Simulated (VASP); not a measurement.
# Rb (I4/mmm) in VASP: a series of runs

The runs below take Rb through single point, with PBE+D3(BJ).

Program: VASP 6.6.1. These are calculated values, not measurements. Logs are shortened: lines on timing, memory, paths and dates and some standing lists are left out, and cuts for length are marked.

## 1. The cell of the first run

The structure is tetragonal, space group I4/mmm (No. 139). The conventional cell has a = 5.148 Å, b = 5.148 Å, c = 6.989 Å, α = 90.00°, β = 90.00°, γ = 90.00°.

## 2. Single point, PBE+D3(BJ) (strain +0.000 along x and y, -0.040 along z)

Contents of INCAR:

```
SYSTEM = Rb
PREC = Accurate
ENCUT = 520
EDIFF = 1E-7
ISMEAR = 0
SIGMA = 0.15
LREAL = .FALSE.
LASPH = .TRUE.
NELM = 100
ALGO = Fast
ISIF = 2
LWAVE = .FALSE.
LCHARG = .TRUE.
GGA = PE
IVDW = 12
LELF = .TRUE.
LVHAR = .TRUE.
NBANDS = 10
```

Contents of KPOINTS:

```
regular mesh
0
G
  12 12 12
  0 0 0
```

Contents of POSCAR:

```
Rb
1.0
    0.0000000000      3.6398846700      3.4942892832
    3.6398846700      0.0000000000      3.4942892832
    3.6398846700      3.6398846700      0.0000000000
Rb
1
Direct
    0.0000000000      0.0000000000      0.0000000000
```

Potentials or basis: VASP PAW PBE potentials, release 64 (Rb_sv).

Started as:

```bash
cat potpaw_PBE.64/Rb_sv/POTCAR > POTCAR
mpirun -np 1 vasp_std > vasp.out
```

OUTCAR:

```text
SYSTEM = Rb
   PREC = Accurate
   ENCUT = 520
   EDIFF = 1E-7
   ISMEAR = 0
   LREAL = .FALSE.
   LASPH = .TRUE.
   NELM = 100
   ISIF = 2
   GGA = PE
   IVDW = 12
 IVDW          = 12

 ion  position               nearest neighbor table
   1  0.000  0.000  0.000-

  LATTYP: Found a body centered tetragonal cell.
 ALAT       =     5.1475742658
 C/A-ratio  =     1.3576450199

  Lattice vectors:

 A1 = (   0.0000000000,  -3.6398846700,  -3.4942892832)
 A2 = (   0.0000000000,   3.6398846700,  -3.4942892832)
 A3 = (   3.6398846700,   0.0000000000,   3.4942892832)

Analysis of symmetry for initial positions (statically):
=====================================================================
 Subroutine PRICEL returns:
 Original cell was already a primitive cell.

 Routine SETGRP: Setting up the symmetry group for a
 body centered tetragonal supercell.

 Subroutine GETGRP returns: Found 16 space group operations
 (whereof 16 operations were pure point group operations)
 out of a pool of 16 trial point group operations.

The static configuration has the point symmetry D_4h.

Analysis of symmetry for dynamics (positions and initial velocities):
=====================================================================
 Subroutine PRICEL returns:
 Original cell was already a primitive cell.

 Routine SETGRP: Setting up the symmetry group for a
 body centered tetragonal supercell.

 Subroutine GETGRP returns: Found 16 space group operations
 (whereof 16 operations were pure point group operations)
 out of a pool of 16 trial point group operations.

The dynamic configuration has the point symmetry D_4h.

 Subroutine INISYM returns: Found 16 space group operations
 (whereof 16 operations are pure point group operations),
 and found     1 'primitive' translations

----------------------------------------------------------------------------------------

                                     Primitive cell

  volume of cell :      92.5900

  direct lattice vectors                    reciprocal lattice vectors
     0.000000000  3.639884670  3.494289283    -0.137366990  0.137366990  0.143090614
     3.639884670  0.000000000  3.494289283     0.137366990 -0.137366990  0.143090614
     3.639884670  3.639884670  0.000000000     0.137366990  0.137366990 -0.143090614

  length of vectors
     5.045673196  5.045673196  5.147574266     0.241276405  0.241276405  0.241276405

  position of ions in fractional coordinates (direct lattice)
     0.000000000  0.000000000  0.000000000

  ion indices of the primitive-cell ions
   primitive index   ion index
                 1           1

----------------------------------------------------------------------------------------

 KPOINTS: regular mesh

Automatic generation of k-mesh.
 Grid dimensions read from file:
 generate k-points for:   12   12   12

 Generating k-lattice:

  Cartesian coordinates                     Fractional coordinates (reciprocal lattice)
    -0.011447249  0.011447249  0.011924218     0.083333333  0.000000000  0.000000000
     0.011447249 -0.011447249  0.011924218     0.000000000  0.083333333  0.000000000
     0.011447249  0.011447249 -0.011924218    -0.000000000 -0.000000000  0.083333333

  Length of vectors
     0.020106367  0.020106367  0.020106367

  Shift w.r.t. Gamma in fractional coordinates (k-lattice)
     0.000000000  0.000000000  0.000000000

 Subroutine IBZKPT returns following result:
 ===========================================

 Found    163 irreducible k-points:

 Following reciprocal coordinates:
            Coordinates               Weight
  0.000000  0.000000  0.000000      1.000000
  0.083333 -0.000000  0.000000      8.000000
  0.166667 -0.000000  0.000000      8.000000
  0.250000  0.000000  0.000000      8.000000
  0.333333  0.000000  0.000000      8.000000
  0.416667  0.000000  0.000000      8.000000
[... 16 lines left out ...]
  0.500000  0.166667  0.000000      8.000000
 -0.416667  0.166667  0.000000      8.000000
 [... further k-points ...]
   k-points           NKPTS =    163   k-points in BZ     NKDIM =    163   number of bands    NBANDS=     10
   number of dos      NEDOS =    301   number of ions     NIONS =      1
   total plane-waves  NPLWV =  64000
   dimension x,y,z NGX =    40 NGY =   40 NGZ =   40
   dimension x,y,z NGXF=    80 NGYF=   80 NGZF=   80
   ions per type =               1
   NGX,Y,Z   is equivalent  to a cutoff of  13.18, 13.18, 12.92 a.u.
   NGXF,Y,Z  is equivalent  to a cutoff of  26.36, 26.36, 25.84 a.u.
 SYSTEM =  Rb
   PREC   = accura    normal or accurate (medium, high low for compatibility)
   ISTART =      0    job   : 0-new  1-cont  2-samecut
   ICHARG =      2    charge: 1-file 2-atom 10-const
   ISPIN  =      1    spin polarized calculation?
   LNONCOLLINEAR =      F non collinear calculations
   LSORBIT =      F    spin-orbit coupling
   LASPH  =      T    aspherical Exc in radial PAW
   ENCUT  =  520.0 eV  38.22 Ry    6.18 a.u.   9.38  9.38  9.57*2*pi/ulx,y,z
[... 29 lines left out ...]
   IVDW    =    12    specifies the selected vdW correction
   LEPSILON=     F    determine dielectric tensor
   LRPA    =     F    only Hartree local field effects (RPA)
 non-spin polarized calculation
 RMM-DIIS sequential band-by-band and
 Gauss-broadening in eV      SIGMA  =   0.15
  energy-cutoff  :      520.00
  volume of cell :       92.59
 maximum number of plane-waves:      2541
 NGX is ok and might be reduce to    40
   NGX = 19   NGY = 19   NGZ = 19

 number of electron       9.0000000 magnetization

 Free energy of the ion-electron system (eV)
  ---------------------------------------------------
  ext. energy  EPLUGINS =         0.00000000
  ---------------------------------------------------
  free energy    TOTEN  =        -0.94206606 eV

  energy without entropy =       -0.93217251  energy(sigma->0) =       -0.93711928

 E-fermi :  -0.0336     XC(G=0):  -5.4240

 val. band max:       -0.0481810083   @ k =  -0.4167   0.0000   0.0833
 cond. band min:      -0.0335499089   @ k =   0.4167   0.3333   0.0000
 fundamental gap:      0.0146310994
 Fermi energy:        -0.0335535995

 k-point     1 :       0.0000    0.0000    0.0000
  band No.  band energies     occupation
      1     -28.9335      2.00000
      2     -12.9786      2.00000
      3     -12.9786      2.00000
      4     -12.9782      2.00000
      5      -1.9763      2.00000
      6       3.5119      0.00000
      7       3.5119      0.00000
      8       3.6459      0.00000
      9       4.7204      0.00000
     10       4.9933      0.00000

 k-point     2 :       0.0833   -0.0000    0.0000
  band No.  band energies     occupation
      1     -28.9333      2.00000
      2     -12.9846      2.00000
      3     -12.9796      2.00000
      4     -12.9790      2.00000
      5      -1.8998      2.00000
      6       3.3269      0.00000
      7       3.5415      0.00000
      8       3.6452      0.00000
      9       4.6385      0.00000
     10       4.8887      0.00000

 k-point     3 :       0.1667   -0.0000    0.0000
  band No.  band energies     occupation
      1     -28.9326      2.00000
      2     -13.0011      2.00000
      3     -12.9824      2.00000
      4     -12.9808      2.00000
      5      -1.6750      2.00000
      6       2.8443      0.00000
      7       3.5813      0.00000
      8       3.7100      0.00000
      9       4.5348      0.00000
     10       4.7216      0.00000

 k-point     4 :       0.2500    0.0000    0.0000
  band No.  band energies     occupation
      1     -28.9318      2.00000
      2     -13.0234      2.00000
      3     -12.9861      2.00000
      4     -12.9832      2.00000
      5      -1.3154      2.00000
      6       2.2693      0.00000
      7       3.5214      0.00000
      8       3.7069      0.00000
      9       4.6473      0.00000
     10       4.7398      0.00000
[... 222 lines left out ...]
 k-point    22 :       0.4167    0.1667    0.0000
  band No.  band energies     occupation
      1     -28.9301      2.00000
      2     -13.0506      2.00000
      3     -12.9986      2.00000
      4     -12.9977      2.00000
      5      -0.3854      1.99909
      6       1.5170      0.00000
      7       2.8818      0.00000
      8       3.4818      0.00000
      9       4.4205      0.00000
     10       5.7122      0.00000

 k-point    23 :       0.5000    0.1667    0.0000
  band No.  band energies     occupation
      1     -28.9297      2.00000
      2     -13.0594      2.00000
      3     -13.0018      2.00000
      4     -12.9990      2.00000
      5       0.1704      0.05447
      6       0.9447      0.00000
      7       2.7780      0.00000
      8       3.4224      0.00000
      9       4.5416      0.00000
     10       5.7331      0.00000

 k-point    24 :      -0.4167    0.1667    0.0000
  band No.  band energies     occupation
      1     -28.9296      2.00000
      2     -13.0588      2.00000
      3     -13.0048      2.00000
      4     -12.9972      2.00000
      5       0.2695      0.00427
      6       0.8545      0.00000
      7       2.7181      0.00000
      8       3.4227      0.00000
      9       4.6956      0.00000
     10       5.4005      0.00000

 [... further k-points ...]

------------------------ aborting loop because EDIFF is reached ----------------------------------------

 Edisp (eV)   -0.09964

 E8    (eV) :    -0.0571

  FORCE on cell =-STRESS in cart. coord.  units (eV):
  Direction    XX          YY          ZZ          XY          YZ          ZX
  --------------------------------------------------------------------------------------
  -------------------------------------------------------------------------------------
  Total      -0.12249    -0.12249    -0.11167     0.00000     0.00000    -0.00000
  in kB      -2.11965    -2.11965    -1.93240     0.00000     0.00000    -0.00000
  external pressure =       -2.06 kB  Pullay stress =        0.00 kB

 VOLUME and BASIS-vectors are now :
 -----------------------------------------------------------------------------
  energy-cutoff  :      520.00
  volume of cell :       92.59
      direct lattice vectors                 reciprocal lattice vectors
     0.000000000  3.639884670  3.494289283    -0.137366990  0.137366990  0.143090614
     3.639884670  0.000000000  3.494289283     0.137366990 -0.137366990  0.143090614
     3.639884670  3.639884670  0.000000000     0.137366990  0.137366990 -0.143090614

 POSITION                                       TOTAL-FORCE (eV/Angst)
 -----------------------------------------------------------------------------------
      0.00000      0.00000      0.00000        -0.000000      0.000000      0.000000
 -----------------------------------------------------------------------------------
    total drift:                               -0.000000     -0.000000     -0.000000

  FREE ENERGIE OF THE ION-ELECTRON SYSTEM (eV)
  ---------------------------------------------------
  free  energy   TOTEN  =        -1.0417109671 eV

  energy  without entropy=       -1.0318174169  energy(sigma->0) =       -1.03676419
```

It took 84 s on 1 thread of Intel Xeon Platinum 8488C (Sapphire Rapids), shared host; peak memory 0.33 GiB.

Results:

* Free energy: -1.0417 eV
* Pressure: -0.2 GPa
* Band gap on the k mesh: zero (an odd number of electrons rules out a gap without spin polarisation)
* Dispersion energy per atom: -0.100 eV

Caveat: the cell differs from its parent crystal (strain +0.000 along x and y, -0.040 along z).

## 3. Single point, PBE+D3(BJ) (strain -0.040 along x and y, +0.080 along z)

Contents of INCAR:

```
SYSTEM = Rb
ALGO     = Fast           ! electronic algorithm
EDIFF    = 1E-6           ! SCF threshold, eV
ENCUT    = 520            ! plane-wave cutoff, eV
GGA      = PE             ! functional
ISIF     = 2              ! what is computed and relaxed
ISMEAR   = 0              ! smearing method
IVDW     = 12             ! dispersion correction
LASPH    = .TRUE.         ! aspherical terms in the spheres
LCHARG   = .TRUE.         ! write CHGCAR
LELF     = .TRUE.         ! ELF
LREAL    = .FALSE.        ! projectors in reciprocal space
LVHAR    = .TRUE.       
LWAVE    = .FALSE.        ! write WAVECAR
NBANDS   = 10             ! bands
NELM     = 100            ! most SCF steps
PREC     = Accurate       ! precision mode
SIGMA    = 0.15           ! smearing width, eV
```

Contents of KPOINTS:

```
k-points
0
G
  12 12 12
  0 0 0
```

Contents of POSCAR:

```
Rb
1.0
    0.0000000000      3.4942892832      3.9310754436
    3.4942892832      0.0000000000      3.9310754436
    3.4942892832      3.4942892832      0.0000000000
Rb
1
Direct
    0.0000000000      0.0000000000      0.0000000000
```

Potentials or basis: VASP PAW PBE potentials, release 64 (Rb_sv).

Started as:

```bash
cat potpaw_PBE.64/Rb_sv/POTCAR > POTCAR
mpirun -np 1 vasp_std > vasp.out
```

Run time: 77 s. Hardware: 1 thread of Intel Xeon Platinum 8488C (Sapphire Rapids), shared host; peak memory 0.33 GiB.

The run converged. Its results:

```
Free energy                : -1.0339 eV
Pressure                   : -0.3 GPa
Band gap on the k mesh     : zero (an odd number of electrons rules out a gap without spin polarisation)
Dispersion energy per atom : -0.096 eV
```

Stress tensor (GPa, compression positive):
```
-0.24  0.00  0.00
 0.00 -0.24  0.00
 0.00  0.00 -0.38
```

Levels at points of the mesh, in eV from the Fermi level:
```
           k point  band 2  band 3  band 4  band 5  band 6  band 7  band 8  band 9
(0.00, 0.00, 0.00)  -12.98  -12.98  -12.98   -1.90    3.31    3.72    3.72    4.28
(0.50, 0.00, 0.00)  -13.06  -13.00  -12.98    0.15    0.64    3.03    3.66    5.30
(0.50, 0.50, 0.00)  -13.05  -13.00  -13.00    0.38    0.91    2.04    4.72    4.78
(0.50, 0.00, 0.50)  -13.06  -13.03  -13.00    0.78    1.59    1.78    4.05    4.22
```

Caveat: the cell differs from its parent crystal (strain -0.040 along x and y, +0.080 along z).

## 4. Single point, PBE+D3(BJ) (strain +0.080 along x and y, -0.080 along z)

Contents of INCAR:

```
ALGO = Fast
EDIFF = 1E-7
ENCUT = 520
GGA = PE
ISIF = 2
ISMEAR = 0
IVDW = 12
LASPH = T
LCHARG = F
LREAL = F
LWAVE = F
NBANDS = 10
NELM = 80
PREC = Accurate
SIGMA = 0.15
```

Contents of KPOINTS:

```
k-points
0
Gamma
  12 12 12
```

Contents of POSCAR:

```
Rb
1.0
    0.0000000000      3.9310754436      3.3486938964
    3.9310754436      0.0000000000      3.3486938964
    3.9310754436      3.9310754436      0.0000000000
Rb
1
Direct
    0.0000000000      0.0000000000      0.0000000000
```

Started as:

```bash
cat potpaw_PBE.64/Rb_sv/POTCAR > POTCAR
mpirun -np 1 vasp_std > vasp.out
```

Run time: 94 s. Hardware: 1 thread of Intel Xeon Platinum 8488C (Sapphire Rapids), shared host; peak memory 0.35 GiB.

The run converged. Its results:

| Quantity | Value |
| --- | --- |
| Free energy | -1.0187 eV |
| Pressure | -0.4 GPa |
| Band gap on the k mesh | zero (an odd number of electrons rules out a gap without spin polarisation) |
| Dispersion energy per atom | -0.089 eV |

Levels at points of the mesh, in eV from the Fermi level:
| k point | band 2 | band 3 | band 4 | band 5 | band 6 | band 7 | band 8 | band 9 |
| --- | --- | --- | --- | --- | --- | --- | --- | --- |
| (0.00, 0.00, 0.00) | -13.03 | -13.03 | -13.03 | -1.80 | 3.40 | 3.40 | 3.85 | 4.16 |
| (0.50, 0.00, 0.00) | -13.09 | -13.04 | -13.03 | 0.17 | 0.62 | 2.91 | 3.67 | 5.00 |
| (0.50, 0.50, 0.00) | -13.08 | -13.06 | -13.06 | 1.02 | 1.59 | 1.94 | 3.53 | 3.53 |
| (0.50, 0.00, 0.50) | -13.08 | -13.05 | -13.04 | 0.49 | 0.98 | 2.07 | 4.24 | 4.34 |

Caveat: the cell differs from its parent crystal (strain +0.080 along x and y, -0.080 along z).

## 5. Single point, PBE+D3(BJ) (strain +0.000 along x and y, +0.080 along z)

Contents of INCAR:

```
SYSTEM = Rb
PREC = Accurate ; ENCUT = 520
EDIFF = 1E-6 ; ISMEAR = 0
SIGMA = 0.15 ; LREAL = .FALSE.
LASPH = .TRUE. ; NELM = 80
ALGO = Fast ; ISIF = 2
LWAVE = .FALSE. ; LCHARG = .FALSE.
GGA = PE ; IVDW = 12
NBANDS = 10
```

Contents of KPOINTS:

```
regular mesh
0
G
  12 12 12
  0 0 0
```

Contents of POSCAR:

```
Rb
1.0
    0.0000000000      3.6398846700      3.9310754436
    3.6398846700      0.0000000000      3.9310754436
    3.6398846700      3.6398846700      0.0000000000
Rb
1
Direct
    0.0000000000      0.0000000000      0.0000000000
```

Started as:

```bash
cat potpaw_PBE.64/Rb_sv/POTCAR > POTCAR
mpirun -np 1 vasp_std > vasp.out
```

It took 77 s on 1 thread of Intel Xeon Platinum 8488C (Sapphire Rapids), shared host; peak memory 0.34 GiB.

Results (log left out):

- Free energy: -1.0174 eV
- Pressure: -0.4 GPa
- Band gap on the k mesh: zero (an odd number of electrons rules out a gap without spin polarisation)
- Dispersion energy per atom: -0.089 eV

Levels at points of the mesh, in eV from the Fermi level:
```tsv
k point	band 3	band 4	band 5	band 6	band 7	band 8
(0.00, 0.00, 0.00)	-13.03	-13.03	-1.80	3.32	3.57	3.57
(0.50, 0.00, 0.00)	-13.04	-13.03	0.16	0.60	3.09	3.48
(0.50, 0.50, 0.00)	-13.04	-13.04	0.50	0.98	1.98	4.36
(0.50, 0.00, 0.50)	-13.06	-13.05	0.77	1.40	1.81	3.91
```

Caveat: the cell differs from its parent crystal (strain +0.000 along x and y, +0.080 along z).

## 6. Single point, PBE+D3(BJ) (strain +0.080 along x and y, +0.000 along z)

Contents of INCAR:

```
ALGO = Fast
EDIFF = 1E-6
ENCUT = 520
GGA = PE
ISIF = 2
ISMEAR = 0
IVDW = 12
LASPH = True
LCHARG = False
LREAL = False
LWAVE = False
NBANDS = 10
NELM = 80
PREC = Accurate
SIGMA = 0.15
```

Contents of KPOINTS:

```
k-points
0
Gamma
  12 12 12
```

Contents of POSCAR:

```
Rb
1.0
    0.0000000000      3.9310754436      3.6398846700
    3.9310754436      0.0000000000      3.6398846700
    3.9310754436      3.9310754436      0.0000000000
Rb
1
Direct
    0.0000000000      0.0000000000      0.0000000000
```

Potentials or basis: VASP PAW PBE potentials, release 64 (Rb_sv).

Started as:

```bash
cat potpaw_PBE.64/Rb_sv/POTCAR > POTCAR
mpirun -np 1 vasp_std > vasp.out
```

It took 1.9 min on 1 thread of Intel Xeon Platinum 8488C (Sapphire Rapids), shared host; peak memory 0.35 GiB.

Results (log left out):

```
Free energy                : -0.9935 eV
Pressure                   : -0.5 GPa
Band gap on the k mesh     : zero (an odd number of electrons rules out a gap without spin polarisation)
Dispersion energy per atom : -0.082 eV
```

Levels at points of the mesh, in eV from the Fermi level:
| k point | band 1 | band 2 | band 3 | band 4 | band 5 | band 6 | band 7 | band 8 | band 9 | band 10 |
| --- | --- | --- | --- | --- | --- | --- | --- | --- | --- | --- |
| (0.00, 0.00, 0.00) | -29.03 | -13.08 | -13.08 | -13.08 | -1.70 | 3.34 | 3.34 | 3.56 | 4.30 | 4.71 |
| (0.50, 0.00, 0.00) | -29.03 | -13.13 | -13.09 | -13.09 | 0.16 | 0.57 | 3.04 | 3.40 | 4.80 | 5.14 |
| (0.50, 0.50, 0.00) | -29.03 | -13.13 | -13.10 | -13.10 | 0.88 | 1.46 | 1.74 | 3.59 | 3.59 | 3.92 |
| (0.50, 0.00, 0.50) | -29.03 | -13.12 | -13.10 | -13.09 | 0.60 | 1.05 | 1.94 | 3.97 | 4.01 | 4.04 |

Caveat: the cell differs from its parent crystal (strain +0.080 along x and y, +0.000 along z).

## 7. Summary

```csv
cell,further INCAR settings,gap on the mesh (eV),pressure (GPa)
"a = 5.046, b = 5.046, c = 5.148 Å, angles 59.3, 59.3, 61.3°, 1 atom",ALGO = Fast; EDIFF = 1e-07; NBANDS = 10,none,-0.2
"a = 5.260, b = 5.260, c = 4.942 Å, angles 62.0, 62.0, 56.0°, 1 atom",ALGO = Fast; EDIFF = 1e-06; NBANDS = 10,none,-0.3
"a = 5.164, b = 5.164, c = 5.559 Å, angles 57.4, 57.4, 65.1°, 1 atom",ALGO = Fast; EDIFF = 1e-07; NBANDS = 10,none,-0.4
"a = 5.357, b = 5.357, c = 5.148 Å, angles 61.3, 61.3, 57.4°, 1 atom",ALGO = Fast; EDIFF = 1e-06; NBANDS = 10,none,-0.4
"a = 5.357, b = 5.357, c = 5.559 Å, angles 58.7, 58.7, 62.5°, 1 atom",ALGO = Fast; EDIFF = 1e-06; NBANDS = 10,none,-0.5
```

Alike in all rows: task single point; level PBE+D3(BJ); potentials or basis VASP PAW PBE potentials, release 64 (Rb_sv); no spin polarisation; k mesh 12 × 12 × 12; cutoff (eV) 520; smearing gaussian 0.15 eV.

Absolute energies hang on the potentials; compare differences alone.
